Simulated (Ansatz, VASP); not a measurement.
**CoO in VASP and in Ansatz**

INCAR

```
PREC     = Accurate       # precision mode
ENCUT    = 520            # plane-wave cutoff, eV
EDIFF    = 1E-6           # SCF threshold, eV
ISMEAR   = 0              # smearing method
SIGMA    = 0.15           # smearing width, eV
LREAL    = F              # projectors in reciprocal space
LASPH    = T              # aspherical terms in the spheres
NELM     = 150            # most SCF steps
ALGO     = Normal         # electronic algorithm
ISIF     = 2              # what is computed and relaxed
LWAVE    = F              # write WAVECAR
LCHARG   = F              # write CHGCAR
ISPIN    = 2              # spin polarisation
MAGMOM   = 2.7 0.34       # initial moments
LORBIT   = 11             # projections on sites
LMAXMIX  = 4              # l up to which the mixer works
GGA      = PE             # functional
NBANDS   = 18             # bands
```

The input KPOINTS:

```
regular mesh
0
Gamma
  24 24 24
```

File POSCAR:

```
CoO
1.0
   -1.4608439418      1.4608439418      2.2454902654
    1.4608439418     -1.4608439418      2.2454902654
    1.4608439418      1.4608439418     -2.2454902654
Co O
1 1
Direct
    0.0000000000      0.0000000000      0.0000000000
    0.5000000000      0.5000000000      0.0000000000
```

Input for Ansatz:

```yaml
crystal:
  lattice:
    - [-1.4608439418, 1.4608439418, 2.2454902654]
    - [1.4608439418, -1.4608439418, 2.2454902654]
    - [1.4608439418, 1.4608439418, -2.2454902654]
  atoms:
    - { symbol: Co, position: [0.0, 0.0, 0.0], spin: 2.7 }
    - { symbol: O, position: [0.5, 0.5, 0.0], spin: 0.34 }
basis:
  ecutwfc: 420
kpoints:
  mp_grid: { grid: [24, 24, 24] }
hamiltonian:
  xc: pbe
scf:
  occupations: { method: gaussian, width: 0.15 }
output:
  forces: true
  stress: true
  eigenvalues: true
  populations: true
magnetization:
  spin_polarized: true
```

Alike in both runs: task single point; functional PBE; k mesh 24 × 24 × 24; occupations gaussian, width 0.15 eV; collinear spin.

|  | VASP | Ansatz |
| --- | --- | --- |
| version | VASP 6.6.1 | Ansatz 0.2.0 |
| potentials or method | VASP PAW PBE potentials, release 64 (Co, O), cutoff 520 eV | scalar-relativistic, plane waves, PAW |
| valence electrons in the cell | 15 | 23 |

```csv
,VASP,Ansatz,Ansatz less VASP
gap on the k mesh at the Fermi level (eV),none,none,-
pressure (GPa),0.6,1.0,+0.45
"traceless stress, the component that is largest in VASP (GPa)",-1.76,-1.84,-0.087
net moment per atom (μB),1.39,1.40,+0.010
size of the moment on the site where the two differ most (μB),2.46,2.38,-0.090
```

Site moments also hang on the region over which each program counts them. A gap of «none» marks a metal or a gap that the smearing closes. VASP's potentials hold 15 valence electrons a cell and Ansatz's 23, so a difference there can come from the potentials and not from the codes.
